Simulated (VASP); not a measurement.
# NiO2 (P6_3/mmc) in VASP: notebook, part 3 of 3

VASP 6.6.1. Earlier steps stand in the parts before.

## 6. Relaxation of cell and atoms, r2SCAN

This run uses another cell than the first one, of 12.92 Å³/atom.

POSCAR

```
NiO2
1.0
    2.9121517351      0.0000000000      0.0000000000
   -1.4560758676      2.5219973823      0.0000000000
    0.0000000000      0.0000000000     10.5552700000
Ni O
2 4
Direct
    0.0000000000      0.0000000000      0.0000000000
    0.0000000000      0.0000000000      0.5000000000
    0.6666666700      0.3333333300      0.0890790000
    0.6666666700      0.3333333300      0.4109210000
    0.3333333300      0.6666666700      0.9109210000
    0.3333333300      0.6666666700      0.5890790000
```

INCAR.step1

```
SYSTEM = NiO2
PREC = Accurate
ENCUT = 600
ISMEAR = 0
SIGMA = 0.1
LREAL = .FALSE.
LASPH = .TRUE.
NELM = 100
GGA = PE
ALGO = Normal
EDIFF = 1E-4
LWAVE = .TRUE.
LCHARG = .FALSE.
```

INCAR.step2

```
SYSTEM = NiO2
PREC = Accurate
ENCUT = 600
EDIFF = 1E-6
ISMEAR = 0
SIGMA = 0.1
LREAL = .FALSE.
LASPH = .TRUE.
NELM = 100
ALGO = Normal
ISIF = 3
LWAVE = .FALSE.
LCHARG = .FALSE.
METAGGA = R2SCAN
LMIXTAU = .TRUE.
IBRION = 2
NSW = 100
EDIFFG = -0.05
ISTART = 1
```

KPOINTS

```
regular mesh
0
G
  6 6 2
  0 0 0
```

Potentials or basis: VASP PAW PBE potentials, release 64 (Ni, O).

Run with:

```sh
cat potpaw_PBE.64/Ni/POTCAR potpaw_PBE.64/O/POTCAR > POTCAR
cp INCAR.step1 INCAR
mpirun -np 1 vasp_std > vasp.out
cp INCAR.step2 INCAR
mpirun -np 1 vasp_std > vasp.out
```

OUTCAR:

```text
SYSTEM = NiO2
   PREC = Accurate
   ENCUT = 600
   EDIFF = 1E-6
   ISMEAR = 0
   LREAL = .FALSE.
   LASPH = .TRUE.
   NELM = 100
   ISIF = 3
   METAGGA = R2SCAN
   IBRION = 2
   NSW = 100
   EDIFFG = -0.05
   ISTART = 1

 ion  position               nearest neighbor table
   1  0.000  0.000  0.000-   3 1.93   5 1.93   3 1.93   5 1.93   3 1.93   5 1.93
   2  0.000  0.000  0.500-   4 1.93   6 1.93   4 1.93   6 1.93   4 1.93   6 1.93
   3  0.667  0.333  0.089-   1 1.93   1 1.93   1 1.93
   4  0.667  0.333  0.411-   2 1.93   2 1.93   2 1.93
   5  0.333  0.667  0.911-   1 1.93   1 1.93   1 1.93
   6  0.333  0.667  0.589-   2 1.93   2 1.93   2 1.93

  LATTYP: Found a hexagonal cell.
 ALAT       =     2.9121517351
 C/A-ratio  =     3.6245604488

  Lattice vectors:

 A1 = (   2.9121517351,   0.0000000000,   0.0000000000)
 A2 = (  -1.4560758676,   2.5219973823,   0.0000000000)
 A3 = (   0.0000000000,   0.0000000000,  10.5552700000)

Analysis of symmetry for initial positions (statically):
=====================================================================
 Subroutine PRICEL returns:
 Original cell was already a primitive cell.

 Routine SETGRP: Setting up the symmetry group for a
 hexagonal supercell.

 Subroutine GETGRP returns: Found 24 space group operations
 (whereof 12 operations were pure point group operations)
 out of a pool of 24 trial point group operations.

The static configuration has the point symmetry D_3d.
 The point group associated with its full space group is D_6h.

Analysis of symmetry for dynamics (positions and initial velocities):
=====================================================================
 Subroutine PRICEL returns:
 Original cell was already a primitive cell.

 Routine SETGRP: Setting up the symmetry group for a
 hexagonal supercell.

 Subroutine GETGRP returns: Found 24 space group operations
 (whereof 12 operations were pure point group operations)
 out of a pool of 24 trial point group operations.

The dynamic configuration has the point symmetry D_3d.
 The point group associated with its full space group is D_6h.

 Subroutine INISYM returns: Found 24 space group operations
 (whereof 12 operations are pure point group operations),
 and found     1 'primitive' translations

----------------------------------------------------------------------------------------

                                     Primitive cell

  volume of cell :      77.5225

  direct lattice vectors                    reciprocal lattice vectors
     2.912151735  0.000000000  0.000000000     0.343388701  0.198255559  0.000000000
    -1.456075868  2.521997382  0.000000000     0.000000000  0.396511117  0.000000000
     0.000000000  0.000000000 10.555270000     0.000000000  0.000000000  0.094739405

  length of vectors
     2.912151735  2.912151735 10.555270000     0.396511117  0.396511117  0.094739405

  position of ions in fractional coordinates (direct lattice)
     0.000000000  0.000000000  0.000000000
     0.000000000  0.000000000  0.500000000
     0.666666670  0.333333330  0.089079000
     0.666666670  0.333333330  0.410921000
     0.333333330  0.666666670  0.910921000
     0.333333330  0.666666670  0.589079000

  ion indices of the primitive-cell ions
   primitive index   ion index
                 1           1
                 2           2
                 3           3
                 4           4
                 5           5
                 6           6
[... 40 lines left out ...]
  0.166667  0.166667  0.500000      6.000000
  0.333333  0.166667  0.500000     12.000000
  0.333333  0.333333  0.500000      2.000000
   k-points           NKPTS =     14   k-points in BZ     NKDIM =     14   number of bands    NBANDS=     26
   number of dos      NEDOS =    301   number of ions     NIONS =      6
   total plane-waves  NPLWV =  48384
   dimension x,y,z NGX =    24 NGY =   24 NGZ =   84
   dimension x,y,z NGXF=    48 NGYF=   48 NGZF=  168
   ions per type =               2   4
   NGX,Y,Z   is equivalent  to a cutoff of  13.70, 13.70, 13.23 a.u.
   NGXF,Y,Z  is equivalent  to a cutoff of  27.40, 27.40, 26.46 a.u.
 SYSTEM =  NiO2
   PREC   = accura    normal or accurate (medium, high low for compatibility)
   ISTART =      1    job   : 0-new  1-cont  2-samecut
   ICHARG =      0    charge: 1-file 2-atom 10-const
   ISPIN  =      1    spin polarized calculation?
   LNONCOLLINEAR =      F non collinear calculations
   LSORBIT =      F    spin-orbit coupling
   LASPH  =      T    aspherical Exc in radial PAW
   ENCUT  =  600.0 eV  44.10 Ry    6.64 a.u.   5.82  5.82 21.08*2*pi/ulx,y,z
   NELM   =    100;   NELMIN=  2; NELMDL=  0     # of ELM steps
   EDIFF  = 0.1E-05   stopping-criterion for ELM
   LREAL  =      F    real-space projection
   EDIFFG = -.5E-01   stopping-criterion for IOM
   NSW    =    100    number of steps for IOM
   IBRION =      2    ionic relax: 0-MD 1-quasi-New 2-CG
   NFREE  =      1    steps in history (QN), initial steepest desc. (CG)
   ISIF   =      3    stress and relaxation
   ISYM   =      2    0-nonsym 1-usesym 2-fastsym
   POTIM  = 0.5000    time-step for ionic-motion
   TEBEG  =    0.0;   TEEND  =   0.0 temperature during run
   PSTRESS=    0.0 pullay stress
   NELECT =      44.0000    total number of electrons
   NUPDOWN=      -1.0000    fix difference up-down
   EMIN   =  10.00;   EMAX   =-10.00  energy-range for DOS
   EFERMI =   0.00;   METHOD = LEGACY
   ISMEAR =     0;   SIGMA  =   0.10  broadening in eV -4-tet -1-fermi 0-gaus
   EFERMI_NEDOS =   21; number of points for ismear=-14 and -15
   IALGO  =     38    algorithm
   IMIX   =      4    mixing-type and parameters
     AMIX     =   0.40;   BMIX     =  1.00
     AMIX_MAG =   1.60;   BMIX_MAG =  1.00
  volume/ion in A,a.u.               =      12.92        87.19
  Fermi-wavevector in a.u.,A,eV,Ry     =   1.355449  2.561427 24.997181  1.837241
  Thomas-Fermi vector in A             =   2.482535
   LORBIT       =      0    0 simple, 1 ext, 2 COOP (PROOUT), +10 PAW based schemes
   METAGGA = R2SCAN    functional components
   LHFCALC =     F    Hartree Fock is set to
   AEXX    =    0.0000 exact exchange contribution
   IVDW    =     0    specifies the selected vdW correction
   LEPSILON=     F    determine dielectric tensor
   LRPA    =     F    only Hartree local field effects (RPA)
 conjugate gradient relaxation of ions
 non-spin polarized calculation
 Gauss-broadening in eV      SIGMA  =   0.10
  energy-cutoff  :      600.00
  volume of cell :       77.52
 maximum number of plane-waves:      2610
 NGX is ok and might be reduce to    24
   NGX = 11   NGY = 11   NGZ = 43

--------------------------------------- Ionic step        1  -------------------------------------------

 number of electron      43.9999976 magnetization

 Free energy of the ion-electron system (eV)
  ---------------------------------------------------
  ext. energy  EPLUGINS =         0.00000000
  ---------------------------------------------------
  free energy    TOTEN  =       -52.45949544 eV

  energy without entropy =      -52.45949544  energy(sigma->0) =      -52.45949544

------------------------ aborting loop because EDIFF is reached ----------------------------------------

  FORCE on cell =-STRESS in cart. coord.  units (eV):
  Direction    XX          YY          ZZ          XY          YZ          ZX
  --------------------------------------------------------------------------------------
  -------------------------------------------------------------------------------------
  Total       -9.4567270     -9.4567270     -3.6335305      0.0000000      0.0000000      0.0000000
  in kB     -195.4445017   -195.4445017    -75.0950673      0.0000000      0.0000000      0.0000000
  external PRESSURE =    -155.3280236 kB  Pullay stress =       0.0000000 kB
[... 27 lines left out ...]
--------------------------------------- Ionic step        2  -------------------------------------------

 number of electron      44.0000006 magnetization

 E-fermi :   2.3669     XC(G=0): -10.9178

 val. band max:        1.8580614999   @ k =   0.0000   0.0000   0.0000
 cond. band min:       3.7378027572   @ k =   0.3333   0.0000   0.0000
 fundamental gap:      1.8797412573
 Fermi energy:         2.3668540624

 k-point     1 :       0.0000    0.0000    0.0000
  band No.  band energies     occupation
      1     -19.7431      2.00000
      2     -19.7230      2.00000
      3     -16.6164      2.00000
      4     -16.5710      2.00000
      5      -4.6923      2.00000
      6      -4.6922      2.00000
[... 554 lines left out ...]
--------------------------------------- Ionic step        6  -------------------------------------------

 number of electron      43.9999996 magnetization

 Free energy of the ion-electron system (eV)
  ---------------------------------------------------
  ext. energy  EPLUGINS =         0.00000000
  ---------------------------------------------------
  free energy    TOTEN  =       -52.91827568 eV

  energy without entropy =      -52.91827568  energy(sigma->0) =      -52.91827568

 E-fermi :   1.1883     XC(G=0): -10.4884

 val. band max:        0.7355912663   @ k =   0.1667   0.0000   0.0000
 cond. band min:       2.4487117588   @ k =   0.3333   0.0000   0.0000
 fundamental gap:      1.7131204926
 Fermi energy:         1.1883265800

 k-point     1 :       0.0000    0.0000    0.0000
  band No.  band energies     occupation
      1     -19.5646      2.00000
      2     -19.5419      2.00000
      3     -17.2563      2.00000
      4     -17.2139      2.00000
      5      -4.7672      2.00000
      6      -4.5714      2.00000
[... 428 lines left out ...]
  FREE ENERGIE OF THE ION-ELECTRON SYSTEM (eV)
  ---------------------------------------------------
  free  energy   TOTEN  =       -52.9182756762 eV

  energy  without entropy=      -52.9182756762  energy(sigma->0) =      -52.91827568

 reached required accuracy - stopping structural energy minimisation
```

Wall time 6.1 min (1 thread of Intel Xeon 6975P-C (Granite Rapids), shared host); peak memory 0.24 GiB.

What came out:

- Free energy: -52.9183 eV
- Relaxed volume: 11.75 Å³/atom
- Relaxed cell: a = 2.779 Å, b = 2.779 Å, c = 10.534 Å, α = 90.00°, β = 90.00°, γ = 120.00°
- Space group after relaxing (to 0.1 Å): P6_3/mmc (No. 194)
- Energy gained by relaxing: 76.5 meV/atom
- Ionic steps: 6
- Pressure after relaxing: -0.3 GPa
- Largest force after relaxing: 0.014 eV/Å
- Band gap on the k mesh: 1.71 eV (least direct gap 1.96 eV)

Forces on the atoms (eV/Å):
```
Ni   0.000  0.000  0.000
Ni   0.000  0.000  0.000
O    0.000  0.000  0.014
O    0.000  0.000 -0.014
O    0.000  0.000 -0.014
O    0.000  0.000  0.014
```

Stress tensor (GPa, compression positive):
```
-0.20  0.00  0.00
 0.00 -0.20  0.00
 0.00  0.00 -0.57
```

The path:
| step | energy change (eV) | largest force (eV/Å) | pressure (GPa) | volume (Å³) |
| --- | --- | --- | --- | --- |
| 1 | 0.0000 | 0.8830 | -15.53 | 77.52 |
| 2 | 0.3274 | 2.8380 | 30.52 | 64.25 |
| 3 | -0.4188 | 0.4285 | -0.58 | 71.32 |
| 4 | -0.4191 | 0.4604 | -0.20 | 71.20 |
| 5 | -0.4567 | 0.1153 | -0.30 | 70.64 |
| 6 | -0.4588 | 0.0143 | -0.32 | 70.48 |

Final structure:
```cif
data_structure
_symmetry_space_group_name_H-M 'P 1'
_symmetry_Int_Tables_number 1
_cell_length_a 2.7795
_cell_length_b 2.7795
_cell_length_c 10.5341
_cell_angle_alpha 90.000
_cell_angle_beta 90.000
_cell_angle_gamma 120.000
_cell_volume 70.48
loop_
_atom_site_label
_atom_site_type_symbol
_atom_site_fract_x
_atom_site_fract_y
_atom_site_fract_z
_atom_site_occupancy
Ni1 Ni 0.00000 0.00000 0.00000 1
Ni2 Ni 0.00000 0.00000 0.50000 1
O1 O 0.66667 0.33333 0.08957 1
O2 O 0.66667 0.33333 0.41043 1
O3 O 0.33333 0.66667 0.91043 1
O4 O 0.33333 0.66667 0.58957 1
```

Caveat: the PAW data sets were made with another functional, which shifts forces and pressure a little; the run has no spin polarisation, though such a crystal can be magnetic. A k mesh can miss the band edges.

## 7. The runs side by side

| task | cell | k mesh | cutoff (eV) | smearing | gap on the mesh (eV) | pressure (GPa) | largest force (eV/Å) |
| --- | --- | --- | --- | --- | --- | --- | --- |
| single point | a = 2.775, b = 2.775, c = 10.346 Å, angles 90.0, 90.0, 120.0°, 6 atoms, atomic positions A | 6 × 6 × 2 | 520 | gaussian 0.1 eV | 1.69 | 1.1 | 0.11 |
| single point | a = 2.773, b = 2.773, c = 10.270 Å, angles 90.0, 90.0, 120.0°, 6 atoms, atomic positions B | 12 × 12 × 4 | 520 | gaussian 0.02 eV | 1.57 | 1.4 | 0.14 |
| single point | a = 2.773, b = 2.773, c = 10.270 Å, angles 90.0, 90.0, 120.0°, 6 atoms, atomic positions B | 12 × 12 × 4 | 520 | gaussian 0.05 eV | 1.57 | 1.5 | 0.14 |
| relaxation of cell and atoms | relaxed from a = 2.912, b = 2.912, c = 10.555 Å, angles 90.0, 90.0, 120.0°, 6 atoms, atomic positions C | 6 × 6 × 2 | 600 | gaussian 0.1 eV | 1.71 | -0.3 | 0.01 |

Alike in all rows: level r2SCAN; potentials or basis VASP PAW PBE potentials, release 64 (Ni, O); no spin polarisation.

Caveats: some runs use coarse meshes; the PAW data sets were made with another functional, which shifts forces and pressure a little; the run has no spin polarisation, though such a crystal can be magnetic.

Total energies depend on the potentials used, so only differences within one code and one set of settings carry meaning.
